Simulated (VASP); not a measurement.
# SnO2 (CdI2 type) (P-3m1) in VASP: a series of runs

The runs below take SnO2 (CdI2 type) through electric field gradients, density of states, with PBE.

Program: VASP 6.6.1. These are calculated values, not measurements. Logs are shortened: lines on timing, memory, paths and dates and some standing lists are left out, and cuts for length are marked.

**1. The cell of the first run**

It takes space group P-3m1 (No. 164, trigonal). Conventional cell: a = 3.228 Å, b = 3.228 Å, c = 5.492 Å, α = 90.00°, β = 90.00°, γ = 120.00°. Within 2.8 Å of Sn (site symmetry -3m) lie 6 O at 2.12 Å. Within 2.8 Å of O (site symmetry 3m) lie 3 Sn at 2.12 Å and 3 O at 2.75 Å.

**2. Electric field gradients, PBE**

Input file INCAR:

```
ALGO = Normal
EDIFF = 1E-8
ENCUT = 520
GGA = PE
ISIF = 2
ISMEAR = -1
LASPH = True
LCHARG = False
LEFG = True
LREAL = False
LWAVE = False
NBANDS = 20
NELM = 60
PREC = Accurate
SIGMA = 0.08
```

Input file KPOINTS:

```
k-points
0
Gamma
  13 13 7
```

Input file POSCAR:

```
SnO2
1.0
    3.2281997375      0.0000000000      0.0000000000
   -1.6140998687      2.7957029812      0.0000000000
    0.0000000000      0.0000000000      5.4923491137
Sn O
1 2
Direct
    0.0000000000      0.0000000000      0.0000000000
    0.3333333333      0.6666666667      0.1841559794
    0.6666666667      0.3333333333      0.8158440206
```

Potentials or basis: VASP PAW PBE potentials, release 64 (Sn_d, O).

Launch:

```console
$ cat potpaw_PBE.64/Sn_d/POTCAR potpaw_PBE.64/O/POTCAR > POTCAR
$ mpirun -np 1 vasp_std > vasp.out
```

OUTCAR:

```text
EDIFF = 1E-8
   ENCUT = 520
   GGA = PE
   ISIF = 2
   ISMEAR = -1
   LASPH = True
   LREAL = False
   NELM = 60
   PREC = Accurate

 ion  position               nearest neighbor table
   1  0.000  0.000  0.000-   2 2.12   3 2.12   3 2.12   2 2.12   3 2.12   2 2.12
   2  0.333  0.667  0.184-   1 2.12   1 2.12   1 2.12
   3  0.667  0.333  0.816-   1 2.12   1 2.12   1 2.12

  LATTYP: Found a hexagonal cell.
 ALAT       =     3.2281997375
 C/A-ratio  =     1.7013659502

  Lattice vectors:

 A1 = (   3.2281997375,   0.0000000000,   0.0000000000)
 A2 = (  -1.6140998687,   2.7957029812,   0.0000000000)
 A3 = (   0.0000000000,   0.0000000000,   5.4923491137)

Analysis of symmetry for initial positions (statically):
=====================================================================
 Subroutine PRICEL returns:
 Original cell was already a primitive cell.

 Routine SETGRP: Setting up the symmetry group for a
 hexagonal supercell.

 Subroutine GETGRP returns: Found 12 space group operations
 (whereof 12 operations were pure point group operations)
 out of a pool of 24 trial point group operations.

The static configuration has the point symmetry D_3d.

Analysis of symmetry for dynamics (positions and initial velocities):
=====================================================================
 Subroutine PRICEL returns:
 Original cell was already a primitive cell.

 Routine SETGRP: Setting up the symmetry group for a
 hexagonal supercell.

 Subroutine GETGRP returns: Found 12 space group operations
 (whereof 12 operations were pure point group operations)
 out of a pool of 24 trial point group operations.

The dynamic configuration has the point symmetry D_3d.

 Subroutine INISYM returns: Found 12 space group operations
 (whereof 12 operations are pure point group operations),
 and found     1 'primitive' translations

----------------------------------------------------------------------------------------

                                     Primitive cell

  volume of cell :      49.5689

  direct lattice vectors                    reciprocal lattice vectors
     3.228199738  0.000000000  0.000000000     0.309770176  0.178845894  0.000000000
    -1.614099869  2.795702981  0.000000000     0.000000000  0.357691789  0.000000000
     0.000000000  0.000000000  5.492349114     0.000000000  0.000000000  0.182071456

  length of vectors
     3.228199738  3.228199738  5.492349114     0.357691789  0.357691789  0.182071456

  position of ions in fractional coordinates (direct lattice)
     0.000000000  0.000000000  0.000000000
     0.333333333  0.666666667  0.184155979
     0.666666667  0.333333333  0.815844021

  ion indices of the primitive-cell ions
   primitive index   ion index
                 1           1
                 2           2
                 3           3

----------------------------------------------------------------------------------------

 KPOINTS: k-points

Automatic generation of k-mesh.
 Grid dimensions read from file:
 generate k-points for:   13   13    7

 Generating k-lattice:

  Cartesian coordinates                     Fractional coordinates (reciprocal lattice)
     0.023828475  0.013757376  0.000000000     0.076923077  0.000000000  0.000000000
     0.000000000  0.027514753  0.000000000     0.000000000  0.076923077  0.000000000
     0.000000000  0.000000000  0.026010208     0.000000000  0.000000000  0.142857143

  Length of vectors
     0.027514753  0.027514753  0.026010208

  Shift w.r.t. Gamma in fractional coordinates (k-lattice)
     0.000000000  0.000000000  0.000000000

 Subroutine IBZKPT returns following result:
 ===========================================

 Found    126 irreducible k-points:

 Following reciprocal coordinates:
            Coordinates               Weight
  0.000000  0.000000  0.000000      1.000000
  0.076923  0.000000  0.000000      6.000000
  0.153846 -0.000000  0.000000      6.000000
  0.230769 -0.000000  0.000000      6.000000
  0.307692 -0.000000  0.000000      6.000000
  0.384615 -0.000000  0.000000      6.000000
[... 16 lines left out ...]
  0.076923  0.000000  0.142857      6.000000
  0.000000  0.076923  0.142857      6.000000
 [... further k-points ...]
   k-points           NKPTS =    126   k-points in BZ     NKDIM =    126   number of bands    NBANDS=     20
   number of dos      NEDOS =    301   number of ions     NIONS =      3
   total plane-waves  NPLWV =  24192
   dimension x,y,z NGX =    24 NGY =   24 NGZ =   42
   dimension x,y,z NGXF=    48 NGYF=   48 NGZF=   84
   ions per type =               1   2
   NGX,Y,Z   is equivalent  to a cutoff of  12.36, 12.36, 12.71 a.u.
   NGXF,Y,Z  is equivalent  to a cutoff of  24.72, 24.72, 25.43 a.u.
 SYSTEM =  unknown system
   PREC   = accura    normal or accurate (medium, high low for compatibility)
   ISTART =      0    job   : 0-new  1-cont  2-samecut
   ICHARG =      2    charge: 1-file 2-atom 10-const
   ISPIN  =      1    spin polarized calculation?
   LNONCOLLINEAR =      F non collinear calculations
   LSORBIT =      F    spin-orbit coupling
   LASPH  =      T    aspherical Exc in radial PAW
   ENCUT  =  520.0 eV  38.22 Ry    6.18 a.u.   6.00  6.00 10.21*2*pi/ulx,y,z
   NELM   =     60;   NELMIN=  2; NELMDL= -5     # of ELM steps
   EDIFF  = 0.1E-07   stopping-criterion for ELM
   LREAL  =      F    real-space projection
   EDIFFG = 0.1E-06   stopping-criterion for IOM
   NSW    =      0    number of steps for IOM
   IBRION =     -1    ionic relax: 0-MD 1-quasi-New 2-CG
   NFREE  =      0    steps in history (QN), initial steepest desc. (CG)
   ISIF   =      2    stress and relaxation
   ISYM   =      2    0-nonsym 1-usesym 2-fastsym
   POTIM  = 0.5000    time-step for ionic-motion
   TEBEG  =    0.0;   TEEND  =   0.0 temperature during run
   PSTRESS=    0.0 pullay stress
   NELECT =      26.0000    total number of electrons
   NUPDOWN=      -1.0000    fix difference up-down
   EMIN   =  10.00;   EMAX   =-10.00  energy-range for DOS
   EFERMI =   0.00;   METHOD = LEGACY
   ISMEAR =    -1;   SIGMA  =   0.08  broadening in eV -4-tet -1-fermi 0-gaus
   EFERMI_NEDOS =   21; number of points for ismear=-14 and -15
   IALGO  =     38    algorithm
   IMIX   =      4    mixing-type and parameters
     AMIX     =   0.40;   BMIX     =  1.00
     AMIX_MAG =   1.60;   BMIX_MAG =  1.00
  volume/ion in A,a.u.               =      16.52       111.50
  Fermi-wavevector in a.u.,A,eV,Ry     =   1.320270  2.494949 23.716491  1.743113
  Thomas-Fermi vector in A             =   2.450108
   LORBIT       =      0    0 simple, 1 ext, 2 COOP (PROOUT), +10 PAW based schemes
   GGA     = PE    functional components
   LHFCALC =     F    Hartree Fock is set to
   AEXX    =    0.0000 exact exchange contribution
   IVDW    =     0    specifies the selected vdW correction
   LEPSILON=     F    determine dielectric tensor
   LRPA    =     F    only Hartree local field effects (RPA)
 non-spin polarized calculation
  energy-cutoff  :      520.00
  volume of cell :       49.57
 maximum number of plane-waves:      1366
   NGX = 13   NGY = 13   NGZ = 21

 number of electron      25.9999998 magnetization

 Free energy of the ion-electron system (eV)
  ---------------------------------------------------
  ext. energy  EPLUGINS =         0.00000000
  ---------------------------------------------------
  free energy    TOTEN  =       -18.18893902 eV

  energy without entropy =      -18.18893895  energy(sigma->0) =      -18.18893898

 E-fermi :   3.1315     XC(G=0):  -9.0926

 val. band max:        1.7707535468   @ k =   0.2308   0.2308   0.0000
 cond. band min:       4.0458619689   @ k =   0.0000   0.0000   0.0000
 fundamental gap:      2.2751084221
 Fermi energy:         3.1314553686

 k-point     1 :       0.0000    0.0000    0.0000
  band No.  band energies     occupation
      1     -18.1294      2.00000
      2     -17.9079      2.00000
      3     -17.9079      2.00000
      4     -17.7285      2.00000
      5     -17.7285      2.00000
      6     -16.0295      2.00000
[... 12 lines left out ...]
     19      18.3380      0.00000
     20      19.3250      0.00000

 k-point     2 :       0.0769    0.0000    0.0000
  band No.  band energies     occupation
      1     -18.1069      2.00000
      2     -17.9546      2.00000
      3     -17.8955      2.00000
      4     -17.7413      2.00000
      5     -17.7287      2.00000
      6     -15.9895      2.00000
[... 12 lines left out ...]
     19      17.3836      0.00000
     20      19.4004      0.00000

 k-point     3 :       0.1538   -0.0000    0.0000
  band No.  band energies     occupation
      1     -18.1240      2.00000
      2     -18.0090      2.00000
      3     -17.8643      2.00000
      4     -17.7638      2.00000
      5     -17.7259      2.00000
      6     -15.8651      2.00000
[... 12 lines left out ...]
     19      16.1758      0.00000
     20      19.5063      0.00000

 k-point     4 :       0.2308   -0.0000    0.0000
  band No.  band energies     occupation
      1     -18.2978      2.00000
      2     -17.9354      2.00000
      3     -17.8331      2.00000
      4     -17.7810      2.00000
      5     -17.7083      2.00000
      6     -15.6551      2.00000
[... 12 lines left out ...]
     19      15.1752      0.00000
     20      18.2445      0.00000

 k-point     5 :       0.3077   -0.0000    0.0000
  band No.  band energies     occupation
      1     -18.4747      2.00000
      2     -17.8791      2.00000
      3     -17.8205      2.00000
      4     -17.7725      2.00000
      5     -17.6679      2.00000
      6     -15.3818      2.00000
[... 12 lines left out ...]
     19      14.4799      0.00000
     20      16.9897      0.00000
[... 353 lines left out ...]
      6     -14.0010      2.00000
[... 12 lines left out ...]
     19      15.0336      0.00000
     20      15.3240      0.00000

 k-point    22 :       0.0000    0.0000    0.1429
  band No.  band energies     occupation
      1     -18.1293      2.00000
      2     -17.9079      2.00000
      3     -17.9079      2.00000
      4     -17.7285      2.00000
      5     -17.7285      2.00000
      6     -16.0262      2.00000
[... 12 lines left out ...]
     19      18.2323      0.00000
     20      19.2695      0.00000

 k-point    23 :       0.0769    0.0000    0.1429
  band No.  band energies     occupation
      1     -18.1068      2.00000
      2     -17.9547      2.00000
      3     -17.8955      2.00000
      4     -17.7413      2.00000
      5     -17.7287      2.00000
      6     -15.9864      2.00000
[... 12 lines left out ...]
     19      17.3738      0.00000
     20      19.0533      0.00000

 k-point    24 :       0.0000    0.0769    0.1429
  band No.  band energies     occupation
      1     -18.1069      2.00000
      2     -17.9546      2.00000
      3     -17.8956      2.00000
      4     -17.7413      2.00000
      5     -17.7287      2.00000
      6     -15.9862      2.00000
[... 12 lines left out ...]
     19      17.4039      0.00000
     20      19.0857      0.00000

 [... further k-points ...]
[... 5 lines left out ...]
  --------------------------------------------------------------------------------------
  -------------------------------------------------------------------------------------
  Total        0.1917598      0.1917598      0.0583913      0.0000000      0.0000000     -0.0000000
  in kB        6.1981014      6.1981014      1.8873358      0.0000000      0.0000000     -0.0000000
  external PRESSURE =       4.7611795 kB  Pullay stress =       0.0000000 kB

 VOLUME and BASIS-vectors are now :
 -----------------------------------------------------------------------------
  energy-cutoff  :      520.00
  volume of cell :       49.57
      direct lattice vectors                 reciprocal lattice vectors
     3.228199738  0.000000000  0.000000000     0.309770176  0.178845894  0.000000000
    -1.614099869  2.795702981  0.000000000     0.000000000  0.357691789  0.000000000
     0.000000000  0.000000000  5.492349114     0.000000000  0.000000000  0.182071456

 POSITION                                       TOTAL-FORCE (eV/Angst)
 -----------------------------------------------------------------------------------
      0.00000      0.00000      0.00000        -0.000000      0.000000      0.000000
     -0.00000      1.86380      1.01145        -0.000000      0.000000      0.050606
      1.61410      0.93190      4.48090         0.000000     -0.000000     -0.050606
 -----------------------------------------------------------------------------------
    total drift:                                0.000000     -0.000000      0.000000

  FREE ENERGIE OF THE ION-ELECTRON SYSTEM (eV)
  ---------------------------------------------------
  free  energy   TOTEN  =       -18.1889390217 eV

  energy  without entropy=      -18.1889389479  energy(sigma->0) =      -18.18893898

 Electric field gradients (V/A^2)
---------------------------------------------------------------------
 ion       V_xx      V_yy      V_zz      V_xy      V_xz      V_yz
---------------------------------------------------------------------
   1     -62.221   -62.223   124.444    -0.002    -0.000     0.000
   2      33.897    33.894   -67.791    -0.003    -0.000     0.000
   3      33.897    33.894   -67.791    -0.003    -0.000     0.000
---------------------------------------------------------------------

 Electric field gradients after diagonalization (V/A^2)
 (convention: |V_zz| > |V_xx| > |V_yy|)
----------------------------------------------------------------------
 ion       V_xx      V_yy      V_zz     asymmetry (V_yy - V_xx)/ V_zz
----------------------------------------------------------------------
   1     -62.224   -62.220   124.444       0.000
   2      33.899    33.892   -67.791       0.000
   3      33.899    33.892   -67.791       0.000
----------------------------------------------------------------------

           NMR quadrupolar parameters

 Cq : quadrupolar parameter    Cq=e*Q*V_zz/h
 eta: asymmetry parameters     (V_yy - V_xx)/ V_zz
 Q  : nuclear electric quadrupole moment in mb (millibarn)
----------------------------------------------------------------------
 ion       Cq(MHz)       eta       Q (mb)
----------------------------------------------------------------------
   1       0.301       0.000       1.000
   2      -0.164       0.000       1.000
   3      -0.164       0.000       1.000
----------------------------------------------------------------------
```

Run time: 35 s. Hardware: 1 thread of Intel Xeon 6975P-C (Granite Rapids), shared host; peak memory 0.24 GiB.

Results:

* Free energy: -18.1889 eV
* Pressure: 0.5 GPa
* Largest force: 0.051 eV/Å
* Band gap on the k mesh: 2.28 eV, indirect (least direct gap 2.61 eV)

Forces on the atoms (eV/Å):
```
Sn   0.000  0.000  0.000
O    0.000  0.000  0.051
O    0.000  0.000 -0.051
```

Electric field gradients, principal values (V/Å²):
```csv
atom,least,middle,greatest (by size)
1 Sn,-62.220,-62.224,124.444
2 O,33.892,33.899,-67.791
3 O,33.892,33.899,-67.791
```

Caveat: without QUAD_EFG the Cq values of the log hold for a quadrupole moment of 1 mb, not for the nuclei; spin-orbit coupling is left out, which moves the levels of the heavy elements. A k mesh can miss the band edges.

**3. Density of states, PBE**

POSCAR is that of step 2.

Input file INCAR.step1:

```
SYSTEM = SnO2
  ALGO = Normal
  EDIFF = 1E-7
  ENCUT = 520
  GGA = PE
  ISIF = 2
  ISMEAR = -1
  LASPH = .TRUE.
  LCHARG = .TRUE.
  LREAL = .FALSE.
  LWAVE = .FALSE.
  NBANDS = 20
  NELM = 60
  PREC = Accurate
  SIGMA = 0.08
```

Input file KPOINTS.step1:

```
k-points
0
G
  13 13 7
  0 0 0
```

Input file INCAR.step2:

```
SYSTEM = SnO2
  ALGO = Normal
  EDIFF = 1E-7
  ENCUT = 520
  GGA = PE
  ICHARG = 11
  ISIF = 2
  ISMEAR = -5
  LASPH = .TRUE.
  LCHARG = .FALSE.
  LORBIT = 11
  LREAL = .FALSE.
  LWAVE = .FALSE.
  NBANDS = 20
  NEDOS = 1001
  NELM = 60
  PREC = Accurate
  SIGMA = 0.08
```

Input file KPOINTS.step2:

```
k-points
0
G
  20 20 11
  0 0 0
```

Potentials or basis: VASP PAW PBE potentials, release 64 (Sn_d, O).

Launch:

```console
$ cat potpaw_PBE.64/Sn_d/POTCAR potpaw_PBE.64/O/POTCAR > POTCAR
$ cp INCAR.step1 INCAR
$ cp KPOINTS.step1 KPOINTS
$ mpirun -np 1 vasp_std > vasp.out
$ cp INCAR.step2 INCAR
$ cp KPOINTS.step2 KPOINTS
$ mpirun -np 1 vasp_std > vasp.out
```

It took 98 s on 1 thread of Intel Xeon 6975P-C (Granite Rapids), shared host; peak memory 0.46 GiB.

It converged, with:

```yaml
Valence_electrons_inside_the_program's_atomic_spheres: Sn 12.25; O 5.00
```

Levels at points of the mesh, in eV from the valence-band top:
```csv
k point,band 11,band 12,band 13,band 14,band 15,band 16
"(0.00, 0.00, 0.00)",-0.76,-0.76,-0.34,2.27,5.87,10.03
"(0.50, 0.00, 0.00)",-1.25,-0.39,-0.14,5.38,7.45,10.54
```

Caveat: spin-orbit coupling is left out, which moves the levels of the heavy elements.
